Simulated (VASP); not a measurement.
Here is a VASP 6.6.1 calculation.

INCAR

```
ALGO = Normal ; DIPOL = 0.5 0.5 0.302
EDIFF = 1E-7 ; ENCUT = 520
GGA = CA ; IDIPOL = 3
ISIF = 2 ; ISMEAR = 0
LASPH = T ; LCHARG = F
LDIPOL = T ; LREAL = Auto
LWAVE = F ; NBANDS = 68
NELM = 80 ; PREC = Accurate
SIGMA = 0.05
```

Contents of KPOINTS:

```
k-points
0
Gamma
  6 4 1
```

Contents of POSCAR:

```
HC12
1.0
    4.8892663280      0.0000000000      0.0000000000
   -2.4446331640      6.7739291692      0.0000000000
    0.0000000000      0.0000000000     22.7684096771
C H
24 2
Direct
    0.4020794403      0.3041588806      0.1756820110
    0.4020794403      0.8041588805      0.1756820110
    0.9020794403      0.3041588806      0.1756820110
    0.9020794403      0.8041588805      0.1756820110
    0.1630408159      0.3260816317      0.2059829668
    0.1630408159      0.8260816317      0.2059829668
    0.6630408159      0.3260816317      0.2059829668
    0.6630408159      0.8260816317      0.2059829668
    0.1846395683      0.3692791367      0.2666259491
    0.1846395683      0.8692791367      0.2666259491
    0.6846395683      0.3692791367      0.2666259491
    0.6846395683      0.8692791367      0.2666259491
    0.4461625696      0.3923265051      0.2960492075
    0.4461625696      0.8923265051      0.2960492075
    0.9461625696      0.3923265051      0.2960492075
    0.9461625696      0.8923265051      0.2960492075
    0.4715644646      0.4431294558      0.3591099590
    0.4715644646      0.9431294558      0.3591099590
    0.9715644646      0.4431294558      0.3591099590
    0.9715644646      0.9431294558      0.3591099590
    0.2327030006      0.4654044969      0.3851129614
    0.2327030006      0.9654044969      0.3851129614
    0.7327030006      0.4654044969      0.3851129614
    0.7327030006      0.9654044969      0.3851129614
    0.2327030006      0.8834082800      0.5432267713
    0.2327030006      1.0474007138      0.5432267713
```

Potentials or basis: VASP PAW LDA potentials, release 64 (C, H).

Launch:

```sh
$ cat potpaw_LDA.64/C/POTCAR potpaw_LDA.64/H/POTCAR > POTCAR
$ mpirun -np 1 vasp_std > vasp.out
```

Problem. Estimate the band gap on the k mesh.

Solution. Zero (bands 49 and 50 overlap by 0.05 eV).

Problem. Predict the largest force.

Solution. 4.434 eV/Å.

Forces on the atoms (eV/Å):
```
C    0.002  0.296  1.827
C    0.007  0.293  1.813
C    0.003  0.295  1.826
C   -0.002  0.293  1.813
C    0.000 -0.705 -3.475
C   -0.001 -0.703 -3.459
C   -0.001 -0.705 -3.475
C   -0.001 -0.701 -3.453
C   -0.002  0.396  1.552
C   -0.002  0.394  1.542
C   -0.002  0.396  1.551
C   -0.002  0.395  1.546
C    0.002 -0.003  0.019
C   -0.003  0.001  0.027
C    0.000 -0.002  0.019
C    0.006  0.001  0.027
C    0.002 -0.062 -0.037
C    0.005 -0.058 -0.005
C    0.002 -0.062 -0.038
C   -0.001 -0.059 -0.006
C   -0.003  0.080  0.125
C   -0.004  0.069  0.096
C   -0.002  0.078  0.116
C   -0.002  0.077  0.120
H   -1.499  4.170 -0.032
H    1.500 -4.172 -0.037
```
